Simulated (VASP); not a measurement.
# AlN in VASP: notebook

The runs below take AlN through single point, with r2SCAN, PBE.

Program: VASP 6.6.1. These are calculated values, not measurements. Logs are shortened: lines on timing, memory, paths and dates and some standing lists are left out, and cuts for length are marked.

**1. The cell of the first run**

It takes space group P6_3mc (No. 186, hexagonal). Conventional cell: a = 3.153 Å, b = 3.153 Å, c = 4.936 Å, α = 90.00°, β = 90.00°, γ = 120.00°. Within 2.5 Å of Al (site symmetry 3m) lie 4 N at 1.90 to 1.91 Å. Within 2.5 Å of N (site symmetry 3m) lie 4 Al at 1.90 to 1.91 Å.

**2. Single point, r2SCAN (epitaxial xy strain +1.5%)**

POSCAR reads:

```
AlN
1.0
    3.1532941678      0.0000000000      0.0000000000
   -1.5766470839      2.7308328549      0.0000000000
    0.0000000000      0.0000000000      4.9360797740
Al N
2 2
Direct
    0.3333333333      0.6666666667     -0.0053356497
    0.6666666667      0.3333333333      0.4946643503
    0.3333333333      0.6666666667      0.3803356497
    0.6666666667      0.3333333333      0.8803356497
```

INCAR.step1 reads:

```
ALGO = Normal
EDIFF = 1E-4
ENCUT = 520
GGA = PE
ISMEAR = 0
LASPH = True
LCHARG = False
LREAL = False
LWAVE = True
NBANDS = 16
NELM = 60
PREC = Accurate
SIGMA = 0.01
```

INCAR.step2 reads:

```
ALGO = Normal
EDIFF = 1E-7
ENCUT = 520
ISIF = 2
ISMEAR = 0
ISTART = 1
LASPH = True
LCHARG = True
LELF = True
LMIXTAU = True
LREAL = False
LVHAR = True
LWAVE = False
METAGGA = R2SCAN
NBANDS = 16
NELM = 60
PREC = Accurate
SIGMA = 0.01
```

KPOINTS reads:

```
k-points
0
Gamma
  12 12 6
```

Potentials or basis: VASP PAW PBE potentials, release 64 (Al, N).

Run with:

```console
cat potpaw_PBE.64/Al/POTCAR potpaw_PBE.64/N/POTCAR > POTCAR
cp INCAR.step1 INCAR
mpirun -np 1 vasp_std > vasp.out
cp INCAR.step2 INCAR
mpirun -np 1 vasp_std > vasp.out
```

OUTCAR:

```text
EDIFF = 1E-7
   ENCUT = 520
   ISIF = 2
   ISMEAR = 0
   ISTART = 1
   LASPH = True
   LREAL = False
   METAGGA = R2SCAN
   NELM = 60
   PREC = Accurate

 ion  position               nearest neighbor table
   1  0.333  0.667  0.995-   3 1.90   4 1.91   4 1.91   4 1.91   2 3.07   2 3.07   2 3.07   2 3.07
                             2 3.07   2 3.07
   2  0.667  0.333  0.495-   4 1.90   3 1.91   3 1.91   3 1.91   1 3.07   1 3.07   1 3.07   1 3.07
                             1 3.07   1 3.07
   3  0.333  0.667  0.380-   1 1.90   2 1.91   2 1.91   2 1.91
   4  0.667  0.333  0.880-   2 1.90   1 1.91   1 1.91   1 1.91

  LATTYP: Found a hexagonal cell.
 ALAT       =     3.1532941678
 C/A-ratio  =     1.5653724364

  Lattice vectors:

 A1 = (   3.1532941678,   0.0000000000,   0.0000000000)
 A2 = (  -1.5766470839,   2.7308328549,   0.0000000000)
 A3 = (   0.0000000000,   0.0000000000,   4.9360797740)

Analysis of symmetry for initial positions (statically):
=====================================================================
 Subroutine PRICEL returns:
 Original cell was already a primitive cell.

 Routine SETGRP: Setting up the symmetry group for a
 hexagonal supercell.

 Subroutine GETGRP returns: Found 12 space group operations
 (whereof  6 operations were pure point group operations)
 out of a pool of 24 trial point group operations.

The static configuration has the point symmetry C_3v.
 The point group associated with its full space group is C_6v.

Analysis of symmetry for dynamics (positions and initial velocities):
=====================================================================
 Subroutine PRICEL returns:
 Original cell was already a primitive cell.

 Routine SETGRP: Setting up the symmetry group for a
 hexagonal supercell.

 Subroutine GETGRP returns: Found 12 space group operations
 (whereof  6 operations were pure point group operations)
 out of a pool of 24 trial point group operations.

The dynamic configuration has the point symmetry C_3v.
 The point group associated with its full space group is C_6v.

 Subroutine INISYM returns: Found 12 space group operations
 (whereof  6 operations are pure point group operations),
 and found     1 'primitive' translations

----------------------------------------------------------------------------------------

                                     Primitive cell

  volume of cell :      42.5052

  direct lattice vectors                    reciprocal lattice vectors
     3.153294168  0.000000000  0.000000000     0.317128675  0.183094326  0.000000000
    -1.576647084  2.730832855  0.000000000     0.000000000  0.366188651  0.000000000
     0.000000000  0.000000000  4.936079774     0.000000000  0.000000000  0.202589919

  length of vectors
     3.153294168  3.153294168  4.936079774     0.366188651  0.366188651  0.202589919

  position of ions in fractional coordinates (direct lattice)
     0.333333333  0.666666667  0.994664350
     0.666666667  0.333333333  0.494664350
     0.333333333  0.666666667  0.380335650
     0.666666667  0.333333333  0.880335650

  ion indices of the primitive-cell ions
   primitive index   ion index
                 1           1
                 2           2
                 3           3
                 4           4

----------------------------------------------------------------------------------------

 KPOINTS: k-points

Automatic generation of k-mesh.
 Grid dimensions read from file:
 generate k-points for:   12   12    6

 Generating k-lattice:

  Cartesian coordinates                     Fractional coordinates (reciprocal lattice)
     0.026427390  0.015257860  0.000000000     0.083333333  0.000000000  0.000000000
     0.000000000  0.030515721  0.000000000     0.000000000  0.083333333  0.000000000
     0.000000000  0.000000000  0.033764986     0.000000000  0.000000000  0.166666667

  Length of vectors
     0.030515721  0.030515721  0.033764986

  Shift w.r.t. Gamma in fractional coordinates (k-lattice)
     0.000000000  0.000000000  0.000000000

 Subroutine IBZKPT returns following result:
 ===========================================

 Found     76 irreducible k-points:

 Following reciprocal coordinates:
            Coordinates               Weight
  0.000000  0.000000  0.000000      1.000000
  0.083333 -0.000000  0.000000      6.000000
  0.166667 -0.000000  0.000000      6.000000
  0.250000 -0.000000  0.000000      6.000000
  0.333333 -0.000000  0.000000      6.000000
  0.416667 -0.000000  0.000000      6.000000
[... 16 lines left out ...]
  0.250000 -0.000000  0.166667     12.000000
  0.333333 -0.000000  0.166667     12.000000
 [... further k-points ...]
   k-points           NKPTS =     76   k-points in BZ     NKDIM =     76   number of bands    NBANDS=     16
   number of dos      NEDOS =    301   number of ions     NIONS =      4
   total plane-waves  NPLWV =  23040
   dimension x,y,z NGX =    24 NGY =   24 NGZ =   40
   dimension x,y,z NGXF=    48 NGYF=   48 NGZF=   80
   ions per type =               2   2
   NGX,Y,Z   is equivalent  to a cutoff of  12.65, 12.65, 13.47 a.u.
   NGXF,Y,Z  is equivalent  to a cutoff of  25.31, 25.31, 26.94 a.u.
 SYSTEM =  unknown system
   PREC   = accura    normal or accurate (medium, high low for compatibility)
   ISTART =      1    job   : 0-new  1-cont  2-samecut
   ICHARG =      0    charge: 1-file 2-atom 10-const
   ISPIN  =      1    spin polarized calculation?
   LNONCOLLINEAR =      F non collinear calculations
   LSORBIT =      F    spin-orbit coupling
   LASPH  =      T    aspherical Exc in radial PAW
   ENCUT  =  520.0 eV  38.22 Ry    6.18 a.u.   5.86  5.86  9.18*2*pi/ulx,y,z
   NELM   =     60;   NELMIN=  2; NELMDL=  0     # of ELM steps
   EDIFF  = 0.1E-06   stopping-criterion for ELM
   LREAL  =      F    real-space projection
   EDIFFG = 0.1E-05   stopping-criterion for IOM
   NSW    =      0    number of steps for IOM
   IBRION =     -1    ionic relax: 0-MD 1-quasi-New 2-CG
   NFREE  =      0    steps in history (QN), initial steepest desc. (CG)
   ISIF   =      2    stress and relaxation
   ISYM   =      2    0-nonsym 1-usesym 2-fastsym
   POTIM  = 0.5000    time-step for ionic-motion
   TEBEG  =    0.0;   TEEND  =   0.0 temperature during run
   PSTRESS=    0.0 pullay stress
   NELECT =      16.0000    total number of electrons
   NUPDOWN=      -1.0000    fix difference up-down
   EMIN   =  10.00;   EMAX   =-10.00  energy-range for DOS
   EFERMI =   0.00;   METHOD = LEGACY
   ISMEAR =     0;   SIGMA  =   0.01  broadening in eV -4-tet -1-fermi 0-gaus
   EFERMI_NEDOS =   21; number of points for ismear=-14 and -15
   IALGO  =     38    algorithm
   IMIX   =      4    mixing-type and parameters
     AMIX     =   0.40;   BMIX     =  1.00
     AMIX_MAG =   1.60;   BMIX_MAG =  1.00
  volume/ion in A,a.u.               =      10.63        71.71
  Fermi-wavevector in a.u.,A,eV,Ry     =   1.182046  2.233742 19.010493  1.397232
  Thomas-Fermi vector in A             =   2.318307
   LORBIT       =      0    0 simple, 1 ext, 2 COOP (PROOUT), +10 PAW based schemes
   METAGGA = R2SCAN    functional components
   LHFCALC =     F    Hartree Fock is set to
   AEXX    =    0.0000 exact exchange contribution
   IVDW    =     0    specifies the selected vdW correction
   LEPSILON=     F    determine dielectric tensor
   LRPA    =     F    only Hartree local field effects (RPA)
 non-spin polarized calculation
 Gauss-broadening in eV      SIGMA  =   0.01
  energy-cutoff  :      520.00
  volume of cell :       42.51
 maximum number of plane-waves:      1164
 NGX is ok and might be reduce to    24
   NGX = 11   NGY = 11   NGZ = 19

 number of electron      16.0000001 magnetization

 Free energy of the ion-electron system (eV)
  ---------------------------------------------------
  ext. energy  EPLUGINS =         0.00000000
  ---------------------------------------------------
  free energy    TOTEN  =       -38.42779740 eV

  energy without entropy =      -38.42779740  energy(sigma->0) =      -38.42779740

 E-fermi :   5.9497     XC(G=0): -11.3216

 val. band max:        5.8598431095   @ k =   0.0000   0.0000   0.0000
 cond. band min:      10.4573156565   @ k =   0.0000   0.0000   0.0000
 fundamental gap:      4.5974725470
 Fermi energy:         5.9497363735

 k-point     1 :       0.0000    0.0000    0.0000
  band No.  band energies     occupation
      1     -10.1360      2.00000
      2      -7.9806      2.00000
      3      -0.1710      2.00000
      4       4.7267      2.00000
      5       4.7267      2.00000
      6       5.4522      2.00000
[... 8 lines left out ...]
     15      19.4901      0.00000
     16      20.0924      0.00000

 k-point     2 :       0.0833   -0.0000    0.0000
  band No.  band energies     occupation
      1     -10.0509      2.00000
      2      -7.9361      2.00000
      3      -0.0675      2.00000
      4       4.3323      2.00000
      5       4.6104      2.00000
      6       5.0566      2.00000
[... 8 lines left out ...]
     15      19.5831      0.00000
     16      19.7778      0.00000

 k-point     3 :       0.1667   -0.0000    0.0000
  band No.  band energies     occupation
      1      -9.8030      2.00000
      2      -7.8160      2.00000
      3       0.2375      2.00000
      4       3.3628      2.00000
      5       4.2037      2.00000
      6       4.3361      2.00000
[... 8 lines left out ...]
     15      18.9453      0.00000
     16      19.1479      0.00000
[... 362 lines left out ...]
 k-point    23 :       0.2500   -0.0000    0.1667
  band No.  band energies     occupation
      1      -9.3234      2.00000
      2      -7.8112      2.00000
      3       0.8376      2.00000
      4       2.4156      2.00000
      5       3.0784      2.00000
      6       4.0925      2.00000
[... 8 lines left out ...]
     15      18.9630      0.00000
     16      19.7012      0.00000

 k-point    24 :       0.3333   -0.0000    0.1667
  band No.  band energies     occupation
      1      -8.8690      2.00000
      2      -7.6514      2.00000
      3       0.8043      2.00000
      4       1.8125      2.00000
      5       2.4323      2.00000
      6       3.8250      2.00000
[... 8 lines left out ...]
     15      19.0666      0.00000
     16      20.7460      0.00000

 [... further k-points ...]

------------------------ aborting loop because EDIFF is reached ----------------------------------------

  FORCE on cell =-STRESS in cart. coord.  units (eV):
  Direction    XX          YY          ZZ          XY          YZ          ZX
  --------------------------------------------------------------------------------------
  -------------------------------------------------------------------------------------
  Total       -1.9411598     -1.9411598     -0.0903301      0.0000000      0.0000000     -0.0000000
  in kB      -73.1695023    -73.1695023     -3.4048751      0.0000000      0.0000000     -0.0000000
  external PRESSURE =     -49.9146265 kB  Pullay stress =       0.0000000 kB

 VOLUME and BASIS-vectors are now :
 -----------------------------------------------------------------------------
  energy-cutoff  :      520.00
  volume of cell :       42.51
      direct lattice vectors                 reciprocal lattice vectors
     3.153294168  0.000000000  0.000000000     0.317128675  0.183094326  0.000000000
    -1.576647084  2.730832855  0.000000000     0.000000000  0.366188651  0.000000000
     0.000000000  0.000000000  4.936079774     0.000000000  0.000000000  0.202589919

 POSITION                                       TOTAL-FORCE (eV/Angst)
 -----------------------------------------------------------------------------------
     -0.00000      1.82056      4.90974        -0.000000     -0.000000     -0.000909
      1.57665      0.91028      2.44170         0.000000      0.000000     -0.000909
     -0.00000      1.82056      1.87737         0.000000     -0.000000      0.000909
      1.57665      0.91028      4.34541         0.000000      0.000000      0.000909
 -----------------------------------------------------------------------------------
    total drift:                               -0.000000     -0.000000     -0.009745

  FREE ENERGIE OF THE ION-ELECTRON SYSTEM (eV)
  ---------------------------------------------------
  free  energy   TOTEN  =       -38.4277974047 eV

  energy  without entropy=      -38.4277974047  energy(sigma->0) =      -38.42779740
```

It took 6.8 min on 1 thread of AMD EPYC 7R13, shared host; peak memory 0.16 GiB.

Results:

```
Free energy            : -38.4278 eV
Pressure               : -5.0 GPa
Band gap on the k mesh : 4.60 eV, direct
```

Levels at points of the mesh, in eV from the valence-band top:
```csv
k point,band 5,band 6,band 7,band 8,band 9,band 10,band 11,band 12
"(0.00, 0.00, 0.00)",-1.13,-0.41,-0.41,0.00,4.60,7.00,11.46,11.52
"(0.50, 0.00, 0.00)",-3.46,-2.36,-1.84,-0.84,6.23,6.44,8.71,10.98
"(0.00, 0.00, 0.50)",-0.78,-0.78,-0.78,-0.78,6.86,6.86,11.10,11.10
"(0.50, 0.00, 0.50)",-1.68,-1.68,-1.42,-1.42,5.86,5.86,9.89,9.89
```

Caveat: the cell differs from its parent crystal (epitaxial xy strain +1.5%); the PAW data sets were made with another functional, which shifts forces and pressure a little.

**3. Single point, PBE (shear xy strain -5.0%)**

INCAR reads:

```
PREC = Accurate
ENCUT = 520
EDIFF = 1E-6
ISMEAR = -1
SIGMA = 0.02
LREAL = F
LASPH = T
NELM = 80
ALGO = Normal
ISIF = 2
LWAVE = F
LCHARG = T
GGA = PE
LELF = T
LVHAR = T
NBANDS = 16
```

KPOINTS reads:

```
regular mesh
0
Gamma
  12 12 6
```

POSCAR reads:

```
AlN
1.0
    3.1066937614     -0.0776673440      0.0000000000
   -1.6206087737      2.7293093912      0.0000000000
    0.0000000000      0.0000000000      4.9785915477
Al N
2 2
Direct
    0.3359270448      0.6667427841     -0.0033166582
    0.6640729552      0.3332572159      0.4966833418
    0.3417229709      0.6673600985      0.3783166582
    0.6582770291      0.3326399015      0.8783166582
```

Potentials or basis: VASP PAW PBE potentials, release 64 (Al, N).

Run with:

```console
cat potpaw_PBE.64/Al/POTCAR potpaw_PBE.64/N/POTCAR > POTCAR
mpirun -np 1 vasp_std > vasp.out
```

OUTCAR:

```text
PREC = Accurate
   ENCUT = 520
   EDIFF = 1E-6
   ISMEAR = -1
   LREAL = F
   LASPH = T
   NELM = 80
   ISIF = 2
   GGA = PE

 ion  position               nearest neighbor table
   1  0.336  0.667  0.997-   4 1.88   4 1.89   4 1.90   3 1.90   2 3.05   2 3.05   2 3.07   2 3.07
                             2 3.08   2 3.08
   2  0.664  0.333  0.497-   3 1.88   3 1.89   3 1.90   4 1.90   1 3.05   1 3.05   1 3.07   1 3.07
                             1 3.08   1 3.08
   3  0.342  0.667  0.378-   2 1.88   2 1.89   2 1.90   1 1.90
   4  0.658  0.333  0.878-   1 1.88   1 1.89   1 1.90   2 1.90

  LATTYP: Found a simple monoclinic cell.
 ALAT       =     3.0396799399
 B/A-ratio  =     1.6378670275
 C/A-ratio  =     1.0223656809
 COS(beta)  =    -0.4669407592

  Lattice vectors:

 A1 = (   1.4860849877,   2.6516420472,   0.0000000000)
 A2 = (   0.0000000000,   0.0000000000,  -4.9785915477)
 A3 = (  -3.1066937614,   0.0776673440,   0.0000000000)

Analysis of symmetry for initial positions (statically):
=====================================================================
 Subroutine PRICEL returns:
 Original cell was already a primitive cell.

 Routine SETGRP: Setting up the symmetry group for a
[... 170 lines left out ...]

  energy without entropy =      -29.72683494  energy(sigma->0) =      -29.72683494

 E-fermi :   6.5597     XC(G=0): -10.9317

 val. band max:        6.1923965529   @ k =   0.0000   0.0000   0.0000
 cond. band min:      10.4162252740   @ k =   0.0000   0.0000   0.0000
 fundamental gap:      4.2238287211
 Fermi energy:         6.5597292383

 k-point     1 :       0.0000    0.0000    0.0000
  band No.  band energies     occupation
      1      -9.0144      2.00000
      2      -6.8593      2.00000
      3       0.1824      2.00000
      4       5.1168      2.00000
      5       5.5686      2.00000
      6       5.8331      2.00000
[... 433 lines left out ...]
      3       1.2728      2.00000
      4       2.2880      2.00000
      5       2.7951      2.00000
      6       3.2810      2.00000
[... 8 lines left out ...]
     15      18.5663      0.00000
     16      21.0288      0.00000

 [... further k-points ...]
[... 5 lines left out ...]
  --------------------------------------------------------------------------------------
  -------------------------------------------------------------------------------------
  Total        1.0613004      1.3025621      1.0642488      1.6455025      0.0000000      0.0000000
  in kB       40.8871095     50.1818342     41.0006967     63.3937779      0.0000000      0.0000000
  external PRESSURE =      44.0232135 kB  Pullay stress =       0.0000000 kB

 VOLUME and BASIS-vectors are now :
 -----------------------------------------------------------------------------
  energy-cutoff  :      520.00
  volume of cell :       41.59
      direct lattice vectors                 reciprocal lattice vectors
     3.106693761 -0.077667344  0.000000000     0.326735833  0.194009136  0.000000000
    -1.620608774  2.729309391  0.000000000     0.009297848  0.371913927  0.000000000
     0.000000000  0.000000000  4.978591548     0.000000000  0.000000000  0.200860020

 POSITION                                       TOTAL-FORCE (eV/Angst)
 -----------------------------------------------------------------------------------
     -0.03691      1.79366      4.96208         0.021680      0.000281     -0.006372
      1.52299      0.85799      2.47278        -0.021680     -0.000281     -0.006372
     -0.01990      1.79489      1.88348         0.029274      0.000681      0.006372
      1.50599      0.85675      4.37278        -0.029274     -0.000681      0.006372
 -----------------------------------------------------------------------------------
    total drift:                                0.000000      0.000000     -0.000409

  FREE ENERGIE OF THE ION-ELECTRON SYSTEM (eV)
  ---------------------------------------------------
  free  energy   TOTEN  =       -29.7268349434 eV

  energy  without entropy=      -29.7268349434  energy(sigma->0) =      -29.72683494
```

stdout:

```text
POSCAR found type information on POSCAR AlN
 POSCAR found :  2 types and       4 ions
 scaLAPACK will be used
 LDA part: xc-table for (Slater+PW92), standard interpolation
 POSCAR, INCAR and KPOINTS ok, starting setup
 FFT: planning ... GRIDC
 FFT: planning ... GRID_SOFT
 FFT: planning ... GRID
 WAVECAR not read
 entering main loop
```

Wall time 5.2 min (1 thread of AMD EPYC 7R13, shared host); peak memory 0.25 GiB.

What came out:

```
Free energy            : -29.7268 eV
Pressure               : 4.4 GPa
Largest force          : 0.030 eV/Å
Band gap on the k mesh : 4.22 eV, direct
```

Forces on the atoms (eV/Å):
```
Al   0.022  0.000 -0.006
Al  -0.022  0.000 -0.006
N    0.029  0.001  0.006
N   -0.029 -0.001  0.006
```

Levels at points of the mesh, in eV from the valence-band top:
```
           k point  band 5  band 6  band 7  band 8  band 9  band 10  band 11  band 12
(0.00, 0.00, 0.00)   -0.62   -0.36   -0.03    0.00    4.22     6.62    10.54    10.84
(0.50, 0.00, 0.00)   -3.25   -2.41   -1.66   -0.94    5.47     5.62     7.92    10.30
(0.00, 0.50, 0.00)   -3.34   -2.08   -1.77   -0.68    5.82     5.84     8.23    10.22
(0.50, 0.50, 0.00)   -3.44   -1.89   -1.73   -0.42    5.99     6.23     8.50    10.17
(0.00, 0.00, 0.50)   -0.73   -0.73   -0.34   -0.34    6.47     6.47    10.24    10.24
(0.50, 0.00, 0.50)   -1.76   -1.76   -1.36   -1.36    5.25     5.25     9.12     9.12
(0.00, 0.50, 0.50)   -1.47   -1.47   -1.34   -1.34    5.31     5.31     9.29     9.29
(0.50, 0.50, 0.50)   -1.37   -1.37   -1.14   -1.14    5.38     5.38     9.50     9.50
```

Caveat: the cell differs from its parent crystal (shear xy strain -5.0%).
